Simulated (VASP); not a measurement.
# Au (R-3m) in VASP: single point with PBEsol

Aim: the single point of Au with PBEsol.

All numbers are computed with VASP 6.6.1; they aren't measurements. Logs are shortened: lines on timing, memory, paths and dates and some standing lists are left out, and cuts for length are marked.

## (1) The cell of the first run

Symmetry: R-3m, No. 166, trigonal system. The conventional cell has a = 4.569 Å, b = 4.569 Å, c = 3.022 Å, α = 90.00°, β = 90.00°, γ = 120.00°. Au (site symmetry -3m) has 14 Au at 2.82 to 3.32 Å within 3.7 Å.

## (2) Single point, PBEsol

INCAR reads:

```
  ALGO = Fast
  EDIFF = 1E-6
  ENCUT = 520
  GGA = PS
  ISIF = 2
  ISMEAR = 0
  LASPH = T
  LCHARG = T
  LELF = T
  LREAL = F
  LVHAR = T
  LWAVE = F
  NBANDS = 12
  NELM = 80
  PREC = Accurate
  SIGMA = 0.15
```

KPOINTS reads:

```
k-points
0
Gamma
  22 22 22
```

POSCAR reads:

```
Au
1.0
   -1.5722201270      1.6583691750      1.6583691750
    1.6583691750     -1.5722201270      1.6583691750
    1.6583691750      1.6583691750     -1.5722201270
Au
1
Direct
    0.0000000000      0.0000000000      0.0000000000
```

Potentials or basis: VASP PAW PBE potentials, release 64 (Au).

Run with:

```console
> cat potpaw_PBE.64/Au/POTCAR > POTCAR
> mpirun -np 1 vasp_std > vasp.out
```

OUTCAR:

```text
EDIFF = 1E-6
   ENCUT = 520
   GGA = PS
   ISIF = 2
   ISMEAR = 0
   LASPH = T
   LREAL = F
   NELM = 80
   PREC = Accurate

 ion  position               nearest neighbor table
   1  0.000  0.000  0.000-

  LATTYP: Found a trigonal (rhomboedric) cell.
 ALAT       =     2.8235178004
 COS(alpha) =    -0.3091289929

  Lattice vectors:

 A1 = (  -1.5722201270,   1.6583691750,   1.6583691750)
 A2 = (   1.6583691750,  -1.5722201270,   1.6583691750)
 A3 = (   1.6583691750,   1.6583691750,  -1.5722201270)

Analysis of symmetry for initial positions (statically):
=====================================================================
 Subroutine PRICEL returns:
 Original cell was already a primitive cell.

 Routine SETGRP: Setting up the symmetry group for a
 trigonal (rhombohedral) supercell.

 Subroutine GETGRP returns: Found 12 space group operations
 (whereof 12 operations were pure point group operations)
 out of a pool of 12 trial point group operations.

The static configuration has the point symmetry D_3d.

Analysis of symmetry for dynamics (positions and initial velocities):
=====================================================================
 Subroutine PRICEL returns:
 Original cell was already a primitive cell.

 Routine SETGRP: Setting up the symmetry group for a
 trigonal (rhombohedral) supercell.

 Subroutine GETGRP returns: Found 12 space group operations
 (whereof 12 operations were pure point group operations)
 out of a pool of 12 trial point group operations.

The dynamic configuration has the point symmetry D_3d.

 Subroutine INISYM returns: Found 12 space group operations
 (whereof 12 operations are pure point group operations),
 and found     1 'primitive' translations

----------------------------------------------------------------------------------------

                                     Primitive cell

  volume of cell :      18.2070

  direct lattice vectors                    reciprocal lattice vectors
    -1.572220127  1.658369175  1.658369175    -0.015285978  0.294255071  0.294255071
     1.658369175 -1.572220127  1.658369175     0.294255071 -0.015285978  0.294255071
     1.658369175  1.658369175 -1.572220127     0.294255071  0.294255071 -0.015285978

  length of vectors
     2.823517800  2.823517800  2.823517800     0.416420166  0.416420166  0.416420166

  position of ions in fractional coordinates (direct lattice)
     0.000000000  0.000000000  0.000000000

  ion indices of the primitive-cell ions
   primitive index   ion index
                 1           1

----------------------------------------------------------------------------------------

 KPOINTS: k-points

Automatic generation of k-mesh.
 Grid dimensions read from file:
 generate k-points for:   22   22   22

 Generating k-lattice:

  Cartesian coordinates                     Fractional coordinates (reciprocal lattice)
    -0.000694817  0.013375230  0.013375230     0.045454545  0.000000000  0.000000000
     0.013375230 -0.000694817  0.013375230     0.000000000  0.045454545  0.000000000
     0.013375230  0.013375230 -0.000694817     0.000000000  0.000000000  0.045454545

  Length of vectors
     0.018928189  0.018928189  0.018928189

  Shift w.r.t. Gamma in fractional coordinates (k-lattice)
     0.000000000  0.000000000  0.000000000

 Subroutine IBZKPT returns following result:
 ===========================================

 Found   1024 irreducible k-points:

 Following reciprocal coordinates:
            Coordinates               Weight
  0.000000  0.000000  0.000000      1.000000
  0.045455 -0.000000 -0.000000      6.000000
  0.090909 -0.000000 -0.000000      6.000000
  0.136364  0.000000  0.000000      6.000000
  0.181818 -0.000000 -0.000000      6.000000
  0.227273 -0.000000 -0.000000      6.000000
[... 16 lines left out ...]
  0.500000  0.045455  0.000000     12.000000
 -0.454545  0.045455 -0.000000     12.000000
 [... further k-points ...]
   k-points           NKPTS =   1024   k-points in BZ     NKDIM =   1024   number of bands    NBANDS=     12
   number of dos      NEDOS =    301   number of ions     NIONS =      1
   total plane-waves  NPLWV =  13824
   dimension x,y,z NGX =    24 NGY =   24 NGZ =   24
   dimension x,y,z NGXF=    48 NGYF=   48 NGZF=   48
   ions per type =               1
   NGX,Y,Z   is equivalent  to a cutoff of  14.13, 14.13, 14.13 a.u.
   NGXF,Y,Z  is equivalent  to a cutoff of  28.26, 28.26, 28.26 a.u.
 SYSTEM =  unknown system
   PREC   = accura    normal or accurate (medium, high low for compatibility)
   ISTART =      0    job   : 0-new  1-cont  2-samecut
   ICHARG =      2    charge: 1-file 2-atom 10-const
   ISPIN  =      1    spin polarized calculation?
   LNONCOLLINEAR =      F non collinear calculations
   LSORBIT =      F    spin-orbit coupling
   LASPH  =      T    aspherical Exc in radial PAW
   ENCUT  =  520.0 eV  38.22 Ry    6.18 a.u.   5.25  5.25  5.25*2*pi/ulx,y,z
   NELM   =     80;   NELMIN=  2; NELMDL= -5     # of ELM steps
   EDIFF  = 0.1E-05   stopping-criterion for ELM
   LREAL  =      F    real-space projection
   EDIFFG = 0.1E-04   stopping-criterion for IOM
   NSW    =      0    number of steps for IOM
   IBRION =     -1    ionic relax: 0-MD 1-quasi-New 2-CG
   NFREE  =      0    steps in history (QN), initial steepest desc. (CG)
   ISIF   =      2    stress and relaxation
   ISYM   =      2    0-nonsym 1-usesym 2-fastsym
   POTIM  = 0.5000    time-step for ionic-motion
   TEBEG  =    0.0;   TEEND  =   0.0 temperature during run
   PSTRESS=    0.0 pullay stress
   NELECT =      11.0000    total number of electrons
   NUPDOWN=      -1.0000    fix difference up-down
   EMIN   =  10.00;   EMAX   =-10.00  energy-range for DOS
   EFERMI =   0.00;   METHOD = LEGACY
   ISMEAR =     0;   SIGMA  =   0.15  broadening in eV -4-tet -1-fermi 0-gaus
   EFERMI_NEDOS =   21; number of points for ismear=-14 and -15
   IALGO  =     68    algorithm
   IMIX   =      4    mixing-type and parameters
     AMIX     =   0.40;   BMIX     =  1.00
     AMIX_MAG =   1.60;   BMIX_MAG =  1.00
  volume/ion in A,a.u.               =      18.21       122.87
  Fermi-wavevector in a.u.,A,eV,Ry     =   1.383968  2.615320 26.060157  1.915367
  Thomas-Fermi vector in A             =   2.508516
   LORBIT       =      0    0 simple, 1 ext, 2 COOP (PROOUT), +10 PAW based schemes
   GGA     = PS    functional components
   LHFCALC =     F    Hartree Fock is set to
   AEXX    =    0.0000 exact exchange contribution
   IVDW    =     0    specifies the selected vdW correction
   LEPSILON=     F    determine dielectric tensor
   LRPA    =     F    only Hartree local field effects (RPA)
 non-spin polarized calculation
 RMM-DIIS sequential band-by-band and
 Gauss-broadening in eV      SIGMA  =   0.15
  energy-cutoff  :      520.00
  volume of cell :       18.21
 maximum number of plane-waves:       504
 NGX is ok and might be reduce to    24
   NGX = 11   NGY = 11   NGZ = 11

 number of electron      11.0000002 magnetization

 Free energy of the ion-electron system (eV)
  ---------------------------------------------------
  ext. energy  EPLUGINS =         0.00000000
  ---------------------------------------------------
  free energy    TOTEN  =        -3.85385146 eV

  energy without entropy =       -3.85130998  energy(sigma->0) =       -3.85258072

 E-fermi :   8.1621     XC(G=0): -12.4921

 val. band max:        8.1614706164   @ k =  -0.1818   0.4545   0.0909
 cond. band min:       8.1848459777   @ k =  -0.4091   0.4545   0.0909
 fundamental gap:      0.0233753613
 Fermi energy:         8.1620622514

 k-point     1 :       0.0000    0.0000    0.0000
  band No.  band energies     occupation
      1      -1.0185      2.00000
      2       3.3936      2.00000
      3       3.3936      2.00000
      4       4.2362      2.00000
      5       5.5202      2.00000
      6       5.5202      2.00000
      7      24.1699      0.00000
      8      24.1699      0.00000
      9      25.5571      0.00000
     10      29.8223      0.00000
     11      32.3893      0.00000
     12      32.4175      0.00000

 k-point     2 :       0.0455   -0.0000   -0.0000
  band No.  band energies     occupation
      1      -0.9508      2.00000
      2       3.3768      2.00000
      3       3.4115      2.00000
      4       4.2596      2.00000
      5       5.5026      2.00000
      6       5.5218      2.00000
      7      24.1220      0.00000
      8      24.2133      0.00000
      9      25.5905      0.00000
     10      29.1892      0.00000
     11      31.0793      0.00000
     12      31.7916      0.00000

 k-point     3 :       0.0909   -0.0000   -0.0000
  band No.  band energies     occupation
      1      -0.7508      2.00000
      2       3.3278      2.00000
      3       3.4575      2.00000
      4       4.3361      2.00000
      5       5.4571      2.00000
      6       5.5274      2.00000
      7      23.8618      0.00000
      8      24.3025      0.00000
      9      25.6841      0.00000
     10      28.0175      0.00000
     11      30.0755      0.00000
     12      30.9714      0.00000
[... 286 lines left out ...]
 k-point    23 :       0.5000    0.0455    0.0000
  band No.  band energies     occupation
      1       1.4927      2.00000
      2       2.6006      2.00000
      3       5.4329      2.00000
      4       5.6687      2.00000
      5       6.3838      2.00000
      6       7.8373      1.99780
      7      11.0892      0.00000
      8      20.7954      0.00000
      9      21.9092      0.00000
     10      29.4076      0.00000
     11      29.8935      0.00000
     12      31.7389      0.00000

 k-point    24 :      -0.4545    0.0455   -0.0000
  band No.  band energies     occupation
      1       1.4931      2.00000
      2       2.6315      2.00000
      3       5.3595      2.00000
      4       5.6358      2.00000
      5       6.1088      2.00000
      6       7.2551      2.00000
      7      12.1345      0.00000
      8      20.9803      0.00000
      9      22.2342      0.00000
     10      29.1960      0.00000
     11      29.6149      0.00000
     12      31.9536      0.00000

 [... further k-points ...]
[... 5 lines left out ...]
  --------------------------------------------------------------------------------------
  -------------------------------------------------------------------------------------
  Total       -0.9516312     -0.9516312     -0.9516312     -0.1619477     -0.1619477     -0.1619477
  in kB      -83.7414024    -83.7414024    -83.7414024    -14.2510290    -14.2510290    -14.2510290
  external PRESSURE =     -83.7414024 kB  Pullay stress =       0.0000000 kB

 VOLUME and BASIS-vectors are now :
 -----------------------------------------------------------------------------
  energy-cutoff  :      520.00
  volume of cell :       18.21
      direct lattice vectors                 reciprocal lattice vectors
    -1.572220127  1.658369175  1.658369175    -0.015285978  0.294255071  0.294255071
     1.658369175 -1.572220127  1.658369175     0.294255071 -0.015285978  0.294255071
     1.658369175  1.658369175 -1.572220127     0.294255071  0.294255071 -0.015285978

 POSITION                                       TOTAL-FORCE (eV/Angst)
 -----------------------------------------------------------------------------------
      0.00000      0.00000      0.00000        -0.000000      0.000000      0.000000
 -----------------------------------------------------------------------------------
    total drift:                               -0.000000      0.000000      0.000000

  FREE ENERGIE OF THE ION-ELECTRON SYSTEM (eV)
  ---------------------------------------------------
  free  energy   TOTEN  =        -3.8538514623 eV

  energy  without entropy=       -3.8513099848  energy(sigma->0) =       -3.85258072
```

Wall time 95 s (1 thread of Intel Xeon 6975P-C, shared host); peak memory 0.33 GiB.

What came out:

```yaml
Free_energy: -3.8539 eV
Pressure: -8.4 GPa
```

Levels at points of the mesh, in eV from the Fermi level:
| k point | band 1 | band 2 | band 3 | band 4 | band 5 | band 6 | band 7 | band 8 | band 9 | band 10 |
| --- | --- | --- | --- | --- | --- | --- | --- | --- | --- | --- |
| (0.00, 0.00, 0.00) | -9.18 | -4.77 | -4.77 | -3.93 | -2.64 | -2.64 | 16.01 | 16.01 | 17.40 | 21.66 |
| (0.50, 0.00, 0.00) | -6.72 | -5.58 | -2.71 | -2.40 | -1.51 | -0.62 | 2.81 | 12.66 | 13.93 | 21.11 |
| (0.50, 0.50, 0.00) | -6.57 | -5.37 | -2.89 | -2.68 | -1.17 | -0.05 | 3.79 | 11.25 | 13.97 | 19.66 |
| (0.50, 0.50, 0.50) | -6.21 | -6.21 | -2.15 | -1.43 | -1.43 | 6.20 | 6.20 | 6.44 | 9.10 | 15.37 |

Caveat: the PAW data sets were made with another functional, which shifts forces and pressure a little; spin-orbit coupling is left out, which moves the levels of the heavy elements.
